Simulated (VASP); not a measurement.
# LiSi16 (a cell with a defect) in VASP: a series of runs, part 3 of 3

VASP 6.6.1. The steps go on from the part before.

## 4. Single point, PBE+D3(BJ), collinear spin, zero start

Contents of INCAR:

```
ALGO     = Normal         # electronic algorithm
EDIFF    = 1E-6           # SCF threshold, eV
ENCUT    = 520            # plane-wave cutoff, eV
GGA      = PE             # functional
ISIF     = 2              # what is computed and relaxed
ISMEAR   = 0              # smearing method
ISPIN    = 2              # spin polarisation
IVDW     = 12             # dispersion correction
LASPH    = T              # aspherical terms in the spheres
LCHARG   = F              # write CHGCAR
LORBIT   = 11             # projections on sites
LREAL    = Auto         
LWAVE    = F              # write WAVECAR
MAGMOM   = 0 0 0 0 0 0 0 0 0 0 0 0 0 0 0 0 0 # initial moments
NBANDS   = 52             # bands
NELM     = 150            # most SCF steps
PREC     = Accurate       # precision mode
SIGMA    = 0.05           # smearing width, eV
```

Contents of KPOINTS:

```
k-points
0
Gamma
  2 2 2
```

Contents of POSCAR:

```
LiSi16
1.0
    0.0000000000      5.4300000000      5.4300000000
    5.4300000000      0.0000000000      5.4300000000
    5.4300000000      5.4300000000      0.0000000000
Si Li
16 1
Direct
    0.0075985267     -0.0240011050      0.0084252302
    0.1182034991      0.1208624309      0.1190036832
   -0.0127616943      0.0036255985      0.5047876611
    0.1181953959      0.1208598527      0.6423790055
   -0.0013055249      0.4963690608     -0.0005023941
    0.1313539595      0.6047587477      0.1321626151
   -0.0013055249      0.4963659300      0.5058760589
    0.1203692449      0.6301136280      0.6249745856
    0.5039722836      0.0036256906     -0.0119413444
    0.6415505525      0.1208663904      0.1190067219
    0.5039734807      0.0036259669      0.5047839779
    0.6169927256      0.1478249540      0.6178116943
    0.5050687845      0.4963722836     -0.0005034070
    0.6241708103      0.6301139042      0.1211772560
    0.4930014733      0.5198130755      0.4938116022
    0.6241729282      0.6301136280      0.6249723757
    0.2898302026      1.1292672192      0.2906812155
```

Potentials or basis: VASP PAW PBE potentials, release 64 (Si, Li_sv).

Launch:

```bash
> cat potpaw_PBE.64/Si/POTCAR potpaw_PBE.64/Li_sv/POTCAR > POTCAR
> mpirun -np 1 vasp_std > vasp.out
```

OUTCAR:

```text
EDIFF = 1E-6
   ENCUT = 520
   GGA = PE
   ISIF = 2
   ISMEAR = 0
   ISPIN = 2
   IVDW = 12
   LASPH = T
   LORBIT = 11
   LREAL = Auto
   NELM = 150
   PREC = Accurate
 IVDW          = 12

 ion  position               nearest neighbor table
   1  0.008  0.976  0.008-   4 2.30   2 2.30  10 2.30   6 2.33
   2  0.118  0.121  0.119-   1 2.30  17 2.32   5 2.36   9 2.42   3 2.42
   3  0.987  0.004  0.505-  12 2.33   8 2.34   4 2.42   2 2.42  17 2.42
   4  0.118  0.121  0.642-   1 2.30  17 2.32   7 2.36  11 2.42   3 2.42
   5  0.999  0.496  0.999-   6 2.35   8 2.35  14 2.35   2 2.36
   6  0.131  0.605  0.132-   1 2.33   7 2.35   5 2.35  13 2.35
   7  0.999  0.496  0.506-   6 2.35   8 2.35  16 2.35   4 2.36
   8  0.120  0.630  0.625-  15 2.34   3 2.34   7 2.35   5 2.35
   9  0.504  0.004  0.988-  12 2.33  14 2.34  10 2.42   2 2.42  17 2.42
[... 1033 lines left out ...]
      4.00148      1.43090      3.99709        -0.005643      0.005184     -0.004889
[... 9 lines left out ...]
      6.81512      6.78286      6.81078        -0.030635      0.018364     -0.030242
      2.28032      3.15218      2.27570         0.343710     -0.344100      0.344907
 -----------------------------------------------------------------------------------
    total drift:                                0.003400      0.000948      0.003272

  FREE ENERGIE OF THE ION-ELECTRON SYSTEM (eV)
  ---------------------------------------------------
  free  energy   TOTEN  =       -91.9542931914 eV

  energy  without entropy=      -91.9469200211  energy(sigma->0) =      -91.95060661

 total charge

# of ion       s       p       d       tot
------------------------------------------
    1        0.739   0.973   0.000   1.712
    2        0.747   0.957   0.000   1.704
    3        0.743   0.950   0.000   1.692
    4        0.747   0.957   0.000   1.704
    5        0.740   0.951   0.000   1.691
    6        0.738   0.964   0.000   1.702
[... 9 lines left out ...]
   16        0.741   0.955   0.000   1.696
   17        2.040   0.108   0.000   2.148
--------------------------------------------------
tot         13.905  15.408   0.000  29.313

 magnetization (x)

# of ion       s       p       d       tot
------------------------------------------
    1        0.000   0.000   0.000   0.000
    2        0.000  -0.000   0.000   0.000
    3        0.000   0.000   0.000   0.000
    4       -0.000  -0.000   0.000  -0.000
    5        0.000   0.000   0.000   0.000
    6        0.000   0.000   0.000   0.000
[... 9 lines left out ...]
   16        0.000  -0.000   0.000   0.000
   17       -0.000  -0.000   0.000  -0.000
--------------------------------------------------
tot         -0.000  -0.000   0.000  -0.000
```

OSZICAR:

```text
N       E                     dE             d eps       ncg     rms          rms(c)
DAV:   1     0.181671855862E+03    0.18167E+03   -0.25234E+04  1664   0.108E+03
DAV:   2    -0.688557240213E+02   -0.25053E+03   -0.23307E+03  2020   0.181E+02
DAV:   3    -0.872130107923E+02   -0.18357E+02   -0.18056E+02  2392   0.416E+01
DAV:   4    -0.883841939538E+02   -0.11712E+01   -0.11572E+01  2684   0.927E+00
DAV:   5    -0.884108016233E+02   -0.26608E-01   -0.26527E-01  2260   0.133E+00    0.143E+01
DAV:   6    -0.869996237340E+02    0.14112E+01   -0.10106E+00  1996   0.321E+00    0.872E+00
DAV:   7    -0.864838322901E+02    0.51579E+00   -0.14560E+00  2060   0.346E+00    0.116E+00
DAV:   8    -0.864919740923E+02   -0.81418E-02   -0.14673E-01  1980   0.133E+00    0.508E-01
DAV:   9    -0.864945656188E+02   -0.25915E-02   -0.11175E-02  2076   0.358E-01    0.243E-01
DAV:  10    -0.864955716100E+02   -0.10060E-02   -0.15744E-03  2036   0.125E-01    0.119E-01
DAV:  11    -0.864959663075E+02   -0.39470E-03   -0.35658E-04  1960   0.688E-02    0.539E-02
DAV:  12    -0.864960181264E+02   -0.51819E-04   -0.52540E-05  2056   0.278E-02    0.255E-02
DAV:  13    -0.864960286530E+02   -0.10527E-04   -0.11288E-05  2000   0.118E-02    0.658E-03
DAV:  14    -0.864960295301E+02   -0.87702E-06   -0.19815E-06  1692   0.519E-03
   1 F= -.91954293E+02 E0= -.91950607E+02  d E =-.737317E-02  mag=    -0.0000
```

Wall time 7.4 min (1 thread of Intel Xeon Platinum 8259CL at 2.50GHz (Skylake/Cascade Lake), shared host); peak memory 0.71 GiB.

Results:

```yaml
Free_energy: -91.9543 eV
Largest_force: 0.596 eV/Å
Net_moment: 0.00 μB per cell
Valence_electrons_inside_the_program's_atomic_spheres: Si 1.71, 1.70, 1.69 (each value once); Li 2.15
Dispersion_energy_per_atom: -0.321 eV
```

Forces in eV/Å, atoms in the order of the input:
```
Si  -0.055  0.053 -0.052
Si  -0.019  0.007 -0.019
Si  -0.035  0.037 -0.010
Si  -0.008  0.019 -0.019
Si  -0.033 -0.010 -0.033
Si  -0.006  0.005 -0.005
Si   0.010  0.033 -0.033
Si  -0.031  0.030 -0.018
Si  -0.008  0.037 -0.037
Si  -0.019  0.019 -0.008
Si  -0.035  0.009 -0.038
Si  -0.013  0.013 -0.012
Si  -0.033  0.032  0.009
Si  -0.018  0.030 -0.030
Si  -0.012  0.011 -0.011
Si  -0.031  0.018 -0.030
Li   0.344 -0.344  0.345
```

Levels at points of the mesh, in eV from the Fermi level:
Spin up:
| k point | band 30 | band 31 | band 32 | band 33 | band 34 | band 35 | band 36 | band 37 |
| --- | --- | --- | --- | --- | --- | --- | --- | --- |
| (0.00, 0.00, 0.00) | -1.73 | -0.73 | -0.68 | -0.68 | -0.35 | -0.09 | -0.09 | 0.00 |
| (0.50, 0.00, 0.00) | -1.51 | -1.51 | -1.46 | -1.42 | 0.42 | 0.56 | 0.76 | 0.76 |
| (0.00, 0.50, 0.00) | -1.48 | -1.48 | -1.42 | -1.42 | 0.57 | 0.57 | 0.61 | 0.95 |
| (0.00, 0.00, 0.50) | -1.51 | -1.51 | -1.46 | -1.42 | 0.42 | 0.56 | 0.76 | 0.76 |
| (0.50, 0.50, 0.50) | -1.51 | -1.51 | -1.46 | -1.42 | 0.42 | 0.56 | 0.76 | 0.76 |
| (0.50, 0.50, 0.00) | -2.09 | -2.09 | -2.01 | -1.95 | 0.28 | 0.41 | 1.48 | 1.57 |
| (0.00, 0.50, 0.50) | -2.09 | -2.09 | -2.01 | -1.95 | 0.28 | 0.41 | 1.48 | 1.57 |
| (0.50, 0.00, 0.50) | -2.09 | -2.09 | -2.01 | -1.95 | 0.28 | 0.41 | 1.48 | 1.57 |
Spin down:
```tsv
k point	band 31	band 32	band 33	band 34	band 35	band 36
(0.00, 0.00, 0.00)	-0.73	-0.68	-0.68	-0.35	-0.09	-0.09
(0.50, 0.00, 0.00)	-1.51	-1.46	-1.42	0.42	0.56	0.76
(0.00, 0.50, 0.00)	-1.48	-1.42	-1.42	0.57	0.57	0.61
(0.00, 0.00, 0.50)	-1.51	-1.46	-1.42	0.42	0.56	0.76
(0.50, 0.50, 0.50)	-1.51	-1.46	-1.42	0.42	0.56	0.76
(0.50, 0.50, 0.00)	-2.09	-2.01	-1.95	0.28	0.41	1.48
(0.00, 0.50, 0.50)	-2.09	-2.01	-1.95	0.28	0.41	1.48
(0.50, 0.00, 0.50)	-2.09	-2.01	-1.95	0.28	0.41	1.48
```

Caveat: the k points lie up to 0.50 Å⁻¹ apart; no moment was typed at the start, so none could form.

## 5. Overview

```csv
cell,gap on the mesh (eV),moment (μB),largest force (eV/Å)
"as given, atomic positions A",none,0.00,0.47
"as given, atomic positions B",none,0.00,0.59
"as given, atomic positions C",none,0.00,0.60
```

Alike in all rows: task single point; level PBE+D3(BJ); potentials or basis VASP PAW PBE potentials, release 64 (Si, Li_sv); spin collinear, zero start; k mesh 2 × 2 × 2; cutoff (eV) 520; smearing gaussian 0.05 eV.

Caveats: all runs use coarse meshes; no moment was typed at the start, so none could form.

Total energies depend on the potentials used, so only differences within one code and one set of settings carry meaning.
